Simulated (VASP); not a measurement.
Input of a VASP 6.6.1 run:

Contents of INCAR:

```
PREC = Accurate
ENCUT = 520
EDIFF = 1E-6
ISMEAR = 0
SIGMA = 0.15
LREAL = False
LASPH = True
NELM = 80
ALGO = Normal
ISIF = 2
LWAVE = False
LCHARG = False
GGA = PS
NBANDS = 15
```

File KPOINTS:

```
regular mesh
0
Gamma
  24 24 20
```

POSCAR

```
TaN
1.0
    2.6900699212      0.0000000000      0.0000000000
   -1.3450349606      2.3296688897      0.0000000000
    0.0000000000      0.0000000000      2.9855567483
Ta N
1 1
Direct
    0.3333333333      0.6666666667      0.5000000000
    0.0000000000      0.0000000000      0.0000000000
```

Potentials or basis: VASP PAW PBE potentials, release 64 (Ta_pv, N).

The run is started by

```sh
$ cat potpaw_PBE.64/Ta_pv/POTCAR potpaw_PBE.64/N/POTCAR > POTCAR
$ mpirun -np 1 vasp_std > vasp.out
```

Problem. What does it give for the pressure?

Solution. 60.5 GPa.

Problem. What does it give for the band gap on the k mesh?

Solution. Zero (band 8 reaches 9.55 eV, above the bottom of band 9 at 9.28 eV).

Stress tensor (GPa, compression positive):
```
90.92  0.00  0.00
 0.00 90.92  0.00
 0.00  0.00 -0.36
```

Caveat: the cell differs from its parent crystal (strain -0.080 along x and y, +0.040 along z); the PAW data sets were made with another functional, which shifts forces and pressure a little; spin-orbit coupling is left out, which moves the levels of the heavy elements.
